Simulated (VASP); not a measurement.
# SiC2 (P-3m1) in VASP: a series of runs

The runs below take SiC2 through single point, with PBE, r2SCAN.

Program: VASP 6.6.1. These are calculated values, not measurements. Logs are shortened: lines on timing, memory, paths and dates and some standing lists are left out, and cuts for length are marked.

## 1. The cell of the first run

It takes space group P-3m1 (No. 164, trigonal). The conventional cell has a = 2.923 Å, b = 2.923 Å, c = 7.414 Å, α = 90.00°, β = 90.00°, γ = 120.00°. C (site symmetry 3m) has 4 C at 1.54 to 1.77 Å within 2.1 Å. C (site symmetry 3m) has 1 C at 1.54 Å and 3 Si at 1.83 Å within 2.1 Å. Within 2.4 Å of Si (site symmetry 3m) lie 3 C at 1.83 Å and 1 Si at 2.39 Å.

## 2. Single point, PBE

File INCAR:

```
PREC     = Accurate       # precision mode
ENCUT    = 520            # plane-wave cutoff, eV
EDIFF    = 1E-6           # SCF threshold, eV
ISMEAR   = -1             # smearing method
SIGMA    = 0.02           # smearing width, eV
LREAL    = F              # projectors in reciprocal space
LASPH    = T              # aspherical terms in the spheres
NELM     = 100            # most SCF steps
ALGO     = Normal         # electronic algorithm
ISIF     = 2              # what is computed and relaxed
LWAVE    = F              # write WAVECAR
LCHARG   = T              # write CHGCAR
GGA      = PE             # functional
LELF     = T              # ELF
LVHAR    = T            
NBANDS   = 21             # bands
```

File KPOINTS:

```
Automatic mesh
0
Gamma
  12 12 4
```

File POSCAR:

```
SiC2
1.0
    2.9232701693      0.0000000000      0.0000000000
   -1.4616350847      2.5316262288      0.0000000000
    0.0000000000      0.0000000000      7.4136177446
C Si
4 2
Direct
    0.6666666667      0.3333333333      0.5367424683
    0.3333333333      0.6666666667      0.2555560122
    0.3333333333      0.6666666667      0.4632575317
    0.6666666667      0.3333333333      0.7444439878
    0.0000000000      0.0000000000      0.8389089478
    0.0000000000      0.0000000000      0.1610910522
```

Potentials or basis: VASP PAW PBE potentials, release 64 (C, Si).

Run with:

```bash
$ cat potpaw_PBE.64/C/POTCAR potpaw_PBE.64/Si/POTCAR > POTCAR
$ mpirun -np 1 vasp_std > vasp.out
```

OUTCAR:

```text
PREC = Accurate
   ENCUT = 520
   EDIFF = 1E-6
   ISMEAR = -1
   LREAL = F
   LASPH = T
   NELM = 100
   ISIF = 2
   GGA = PE

 ion  position               nearest neighbor table
   1  0.667  0.333  0.537-   4 1.54   3 1.77   3 1.77   3 1.77
   2  0.333  0.667  0.256-   3 1.54   6 1.83   6 1.83   6 1.83
   3  0.333  0.667  0.463-   2 1.54   1 1.77   1 1.77   1 1.77
   4  0.667  0.333  0.744-   1 1.54   5 1.83   5 1.83   5 1.83
   5  0.000  0.000  0.839-   4 1.83   4 1.83   4 1.83   6 2.39
   6  0.000  0.000  0.161-   2 1.83   2 1.83   2 1.83   5 2.39

  LATTYP: Found a hexagonal cell.
 ALAT       =     2.9232701693
 C/A-ratio  =     2.5360699885

  Lattice vectors:

 A1 = (   2.9232701693,   0.0000000000,   0.0000000000)
 A2 = (  -1.4616350847,   2.5316262288,   0.0000000000)
 A3 = (   0.0000000000,   0.0000000000,   7.4136177446)

Analysis of symmetry for initial positions (statically):
=====================================================================
 Subroutine PRICEL returns:
 Original cell was already a primitive cell.

 Routine SETGRP: Setting up the symmetry group for a
 hexagonal supercell.

 Subroutine GETGRP returns: Found 12 space group operations
 (whereof 12 operations were pure point group operations)
 out of a pool of 24 trial point group operations.

The static configuration has the point symmetry D_3d.

Analysis of symmetry for dynamics (positions and initial velocities):
=====================================================================
 Subroutine PRICEL returns:
 Original cell was already a primitive cell.

 Routine SETGRP: Setting up the symmetry group for a
 hexagonal supercell.

 Subroutine GETGRP returns: Found 12 space group operations
 (whereof 12 operations were pure point group operations)
 out of a pool of 24 trial point group operations.

The dynamic configuration has the point symmetry D_3d.

 Subroutine INISYM returns: Found 12 space group operations
 (whereof 12 operations are pure point group operations),
 and found     1 'primitive' translations

----------------------------------------------------------------------------------------

                                     Primitive cell

[... 96 lines left out ...]
   ENCUT  =  520.0 eV  38.22 Ry    6.18 a.u.   5.44  5.44 13.78*2*pi/ulx,y,z
   NELM   =    100;   NELMIN=  2; NELMDL= -5     # of ELM steps
   EDIFF  = 0.1E-05   stopping-criterion for ELM
   LREAL  =      F    real-space projection
   EDIFFG = 0.1E-04   stopping-criterion for IOM
   NSW    =      0    number of steps for IOM
   IBRION =     -1    ionic relax: 0-MD 1-quasi-New 2-CG
   NFREE  =      0    steps in history (QN), initial steepest desc. (CG)
   ISIF   =      2    stress and relaxation
   ISYM   =      2    0-nonsym 1-usesym 2-fastsym
   POTIM  = 0.5000    time-step for ionic-motion
   TEBEG  =    0.0;   TEEND  =   0.0 temperature during run
   PSTRESS=    0.0 pullay stress
   NELECT =      24.0000    total number of electrons
   NUPDOWN=      -1.0000    fix difference up-down
   EMIN   =  10.00;   EMAX   =-10.00  energy-range for DOS
   EFERMI =   0.00;   METHOD = LEGACY
   ISMEAR =    -1;   SIGMA  =   0.02  broadening in eV -4-tet -1-fermi 0-gaus
   EFERMI_NEDOS =   21; number of points for ismear=-14 and -15
   IALGO  =     38    algorithm
   IMIX   =      4    mixing-type and parameters
     AMIX     =   0.40;   BMIX     =  1.00
     AMIX_MAG =   1.60;   BMIX_MAG =  1.00
  volume/ion in A,a.u.               =       9.14        61.71
  Fermi-wavevector in a.u.,A,eV,Ry     =   1.242736  2.348431 21.012751  1.544394
  Thomas-Fermi vector in A             =   2.377078
   LORBIT       =      0    0 simple, 1 ext, 2 COOP (PROOUT), +10 PAW based schemes
   GGA     = PE    functional components
   LHFCALC =     F    Hartree Fock is set to
   AEXX    =    0.0000 exact exchange contribution
   IVDW    =     0    specifies the selected vdW correction
   LEPSILON=     F    determine dielectric tensor
   LRPA    =     F    only Hartree local field effects (RPA)
 non-spin polarized calculation
  energy-cutoff  :      520.00
  volume of cell :       54.87
 maximum number of plane-waves:      1515
 NGX is ok and might be reduce to    24
   NGX = 11   NGY = 11   NGZ = 27

 number of electron      24.0000003 magnetization

 Free energy of the ion-electron system (eV)
  ---------------------------------------------------
  ext. energy  EPLUGINS =         0.00000000
  ---------------------------------------------------
  free energy    TOTEN  =       -45.02357676 eV

  energy without entropy =      -45.02357431  energy(sigma->0) =      -45.02357553

 E-fermi :   9.1878     XC(G=0): -11.6219

 val. band max:        9.0261133228   @ k =   0.0000   0.0000   0.0000
 cond. band min:       9.3339443298   @ k =   0.5000   0.0000   0.0000
 fundamental gap:      0.3078310070
 Fermi energy:         9.1877875069

 k-point     1 :       0.0000    0.0000    0.0000
  band No.  band energies     occupation
      1      -9.2047      2.00000
      2      -7.0854      2.00000
      3      -5.4360      2.00000
      4      -0.1337      2.00000
      5       1.4108      2.00000
      6       5.6382      2.00000
[... 565 lines left out ...]
     20      16.6837      0.00000
     21      17.3070      0.00000

 [... further k-points ...]

------------------------ aborting loop because EDIFF is reached ----------------------------------------

  FORCE on cell =-STRESS in cart. coord.  units (eV):
  Direction    XX          YY          ZZ          XY          YZ          ZX
  --------------------------------------------------------------------------------------
  -------------------------------------------------------------------------------------
  Total        0.9448965      0.9448965      0.9698708     -0.0000000      0.0000000      0.0000000
  in kB       27.5928203     27.5928203     28.3221186     -0.0000000      0.0000000      0.0000000
  external PRESSURE =      27.8359197 kB  Pullay stress =       0.0000000 kB

 VOLUME and BASIS-vectors are now :
 -----------------------------------------------------------------------------
  energy-cutoff  :      520.00
  volume of cell :       54.87
      direct lattice vectors                 reciprocal lattice vectors
     2.923270169  0.000000000  0.000000000     0.342082648  0.197501509  0.000000000
    -1.461635085  2.531626229  0.000000000     0.000000000  0.395003018  0.000000000
     0.000000000  0.000000000  7.413617745     0.000000000  0.000000000  0.134886911

 POSITION                                       TOTAL-FORCE (eV/Angst)
 -----------------------------------------------------------------------------------
      1.46164      0.84388      3.97920         0.000000     -0.000000     -0.092534
     -0.00000      1.68775      1.89459         0.000000     -0.000000      0.237185
     -0.00000      1.68775      3.43441        -0.000000      0.000000      0.092534
      1.46164      0.84388      5.51902        -0.000000     -0.000000     -0.237185
      0.00000      0.00000      6.21935         0.000000      0.000000      0.266025
      0.00000      0.00000      1.19427         0.000000     -0.000000     -0.266025
 -----------------------------------------------------------------------------------
    total drift:                                0.000000     -0.000000     -0.000000

  FREE ENERGIE OF THE ION-ELECTRON SYSTEM (eV)
  ---------------------------------------------------
  free  energy   TOTEN  =       -45.0235767628 eV

  energy  without entropy=      -45.0235743053  energy(sigma->0) =      -45.02357553
```

OSZICAR:

```text
N       E                     dE             d eps       ncg     rms          rms(c)
DAV:   1     0.490614993855E+02    0.49061E+02   -0.11413E+04  2898   0.104E+03
DAV:   2    -0.445564744570E+02   -0.93618E+02   -0.89070E+02  3740   0.186E+02
DAV:   3    -0.489979275710E+02   -0.44415E+01   -0.44161E+01  3869   0.379E+01
DAV:   4    -0.490352696828E+02   -0.37342E-01   -0.37311E-01  3963   0.398E+00
DAV:   5    -0.490356100492E+02   -0.34037E-03   -0.34033E-03  3924   0.358E-01    0.133E+01
DAV:   6    -0.451866674743E+02    0.38489E+01   -0.93326E+00  3382   0.172E+01    0.643E+00
DAV:   7    -0.450670183792E+02    0.11965E+00   -0.19198E+00  3591   0.787E+00    0.299E+00
DAV:   8    -0.450265784584E+02    0.40440E-01   -0.12887E-01  3425   0.195E+00    0.110E+00
DAV:   9    -0.450233635930E+02    0.32149E-02   -0.24602E-02  3734   0.962E-01    0.161E-01
DAV:  10    -0.450234332787E+02   -0.69686E-04   -0.17505E-03  3714   0.254E-01    0.825E-02
DAV:  11    -0.450235763262E+02   -0.14305E-03   -0.30795E-04  3823   0.113E-01    0.219E-02
DAV:  12    -0.450235730106E+02    0.33156E-05   -0.28326E-05  3939   0.359E-02    0.119E-02
DAV:  13    -0.450235769036E+02   -0.38929E-05   -0.18044E-05  3481   0.265E-02    0.427E-03
DAV:  14    -0.450235767628E+02    0.14079E-06   -0.86313E-07  2193   0.725E-03
   1 F= -.45023577E+02 E0= -.45023576E+02  d E =-.245750E-05
```

It took 31 s on 1 thread of Intel Xeon Platinum 8559C (Emerald Rapids), shared host; peak memory 0.2 GiB.

Results:

```
Free energy            : -45.0236 eV
Pressure               : 2.8 GPa
Largest force          : 0.266 eV/Å
Band gap on the k mesh : 0.31 eV (least direct gap 2.26 eV)
```

Forces in eV/Å, atoms in the order of the input:
```
C    0.000  0.000 -0.093
C    0.000  0.000  0.237
C    0.000  0.000  0.093
C    0.000  0.000 -0.237
Si   0.000  0.000  0.266
Si   0.000  0.000 -0.266
```

Levels at points of the mesh, in eV from the valence-band top:
```csv
k point,band 9,band 10,band 11,band 12,band 13,band 14,band 15,band 16
"(0.00, 0.00, 0.00)",-1.62,-1.62,0.00,0.00,2.51,4.12,4.80,4.80
"(0.50, 0.00, 0.00)",-4.91,-3.22,-3.19,-1.95,0.31,1.90,4.46,4.67
"(0.00, 0.00, 0.50)",-1.63,-1.63,-0.01,-0.01,2.59,4.30,4.79,4.79
"(0.50, 0.00, 0.50)",-5.48,-3.41,-2.37,-1.67,1.14,2.26,3.05,5.38
```

A k mesh can miss the band edges.

## 3. Single point, PBE

This run uses another cell than the first one, of 9.24 Å³/atom.

File INCAR:

```
SYSTEM = SiC2
PREC = Accurate
ENCUT = 520
EDIFF = 1E-6
ISMEAR = -1
SIGMA = 0.02
LREAL = .FALSE.
LASPH = .TRUE.
NELM = 60
ALGO = Normal
ISIF = 2
LWAVE = .FALSE.
LCHARG = .FALSE.
GGA = PE
NBANDS = 21
```

File KPOINTS:

```
regular mesh
0
G
  12 12 4
  0 0 0
```

File POSCAR:

```
SiC2
1.0
    2.9320271604      0.0000000000      0.0000000000
   -1.4660135802      2.5392100055      0.0000000000
    0.0000000000      0.0000000000      7.4472594036
C Si
4 2
Direct
    0.6666666667      0.3333333333      0.5365255083
    0.3333333333      0.6666666667      0.2567206682
    0.3333333333      0.6666666667      0.4634744917
    0.6666666667      0.3333333333      0.7432793318
    0.0000000000      0.0000000000      0.8391386929
    0.0000000000      0.0000000000      0.1608613071
```

Potentials or basis: VASP PAW PBE potentials, release 64 (C, Si).

Run with:

```bash
$ cat potpaw_PBE.64/C/POTCAR potpaw_PBE.64/Si/POTCAR > POTCAR
$ mpirun -np 1 vasp_std > vasp.out
```

Wall time 34 s (1 thread of Intel Xeon Platinum 8559C (Emerald Rapids), shared host); peak memory 0.2 GiB.

It converged, with:

* Free energy: -45.0312 eV
* Pressure: 0.0 GPa
* Largest force: 0.042 eV/Å
* Band gap on the k mesh: 0.22 eV (least direct gap 2.16 eV)

Forces on the atoms (eV/Å):
```
C    0.000  0.000 -0.023
C    0.000  0.000 -0.042
C    0.000  0.000  0.023
C    0.000  0.000  0.042
Si   0.000  0.000  0.000
Si   0.000  0.000  0.000
```

Levels at points of the mesh, in eV from the valence-band top:
```
           k point  band 8  band 9  band 10  band 11  band 12  band 13  band 14  band 15  band 16  band 17
(0.00, 0.00, 0.00)   -1.94   -1.62    -1.62     0.00     0.00     2.39     3.98     4.74     4.74     5.41
(0.50, 0.00, 0.00)   -5.51   -4.94    -3.29    -3.18    -1.94     0.22     1.87     4.43     4.58     5.43
(0.00, 0.00, 0.50)   -3.40   -1.62    -1.62    -0.01    -0.01     2.48     4.18     4.74     4.74     6.07
(0.50, 0.00, 0.50)   -5.96   -5.48    -3.40    -2.44    -1.66     1.05     2.20     3.00     5.20     5.63
```

## 4. Single point, r2SCAN

File POSCAR:

```
SiC2
1.0
    2.9232701693      0.0000000000      0.0000000000
   -1.4616350847      2.5316262288      0.0000000000
    0.0000000000      0.0000000000      7.4136177446
C Si
4 2
Direct
    0.6666666667      0.3333333333      0.5367424683
    0.3333333333      0.6666666667      0.2555560122
    0.3333333333      0.6666666667      0.4632575317
    0.6666666667      0.3333333333      0.7444439878
    0.0000000000      0.0000000000      0.8389089478
    0.0000000000      0.0000000000      0.1610910522
```

File INCAR.step1:

```
PREC = Accurate ; ENCUT = 520
ISMEAR = -1 ; SIGMA = 0.02
LREAL = False ; LASPH = True
NELM = 80 ; NBANDS = 21
GGA = PE ; ALGO = Normal
EDIFF = 1E-4 ; LWAVE = True
LCHARG = False
```

File INCAR.step2:

```
PREC = Accurate ; ENCUT = 520
EDIFF = 1E-6 ; ISMEAR = -1
SIGMA = 0.02 ; LREAL = False
LASPH = True ; NELM = 80
ALGO = Normal ; ISIF = 2
LWAVE = False ; LCHARG = True
METAGGA = R2SCAN ; LMIXTAU = True
LELF = True ; LVHAR = True
NBANDS = 21 ; ISTART = 1
```

File KPOINTS:

```
Automatic mesh
0
Gamma
  12 12 4
```

Run with:

```bash
$ cat potpaw_PBE.64/C/POTCAR potpaw_PBE.64/Si/POTCAR > POTCAR
$ cp INCAR.step1 INCAR
$ mpirun -np 1 vasp_std > vasp.out
$ cp INCAR.step2 INCAR
$ mpirun -np 1 vasp_std > vasp.out
```

It took 2.2 min on 1 thread of Intel Xeon Platinum 8559C (Emerald Rapids), shared host; peak memory 0.21 GiB.

It converged, with:

| Quantity | Value |
| --- | --- |
| Free energy | -54.7900 eV |
| Pressure | 0.0 GPa |
| Largest force | 0.080 eV/Å |
| Band gap on the k mesh | 0.50 eV (least direct gap 2.56 eV) |

Forces in eV/Å, atoms in the order of the input:
```
C    0.000  0.000 -0.024
C    0.000  0.000 -0.080
C    0.000  0.000  0.024
C    0.000  0.000  0.080
Si   0.000  0.000 -0.013
Si   0.000  0.000  0.013
```

Levels at points of the mesh, in eV from the valence-band top:
| k point | band 8 | band 9 | band 10 | band 11 | band 12 | band 13 | band 14 | band 15 | band 16 | band 17 |
| --- | --- | --- | --- | --- | --- | --- | --- | --- | --- | --- |
| (0.00, 0.00, 0.00) | -1.90 | -1.75 | -1.75 | 0.00 | 0.00 | 2.62 | 4.42 | 5.15 | 5.15 | 5.93 |
| (0.50, 0.00, 0.00) | -5.78 | -5.13 | -3.46 | -3.40 | -2.06 | 0.50 | 2.14 | 4.86 | 5.09 | 6.15 |
| (0.00, 0.00, 0.50) | -3.54 | -1.76 | -1.76 | -0.01 | -0.01 | 2.71 | 4.71 | 5.15 | 5.15 | 6.59 |
| (0.50, 0.00, 0.50) | -6.21 | -5.74 | -3.63 | -2.52 | -1.77 | 1.36 | 2.46 | 3.43 | 5.87 | 6.09 |

Caveat: the PAW data sets were made with another functional, which shifts forces and pressure a little. A k mesh can miss the band edges.

[end of part 1 of 2]
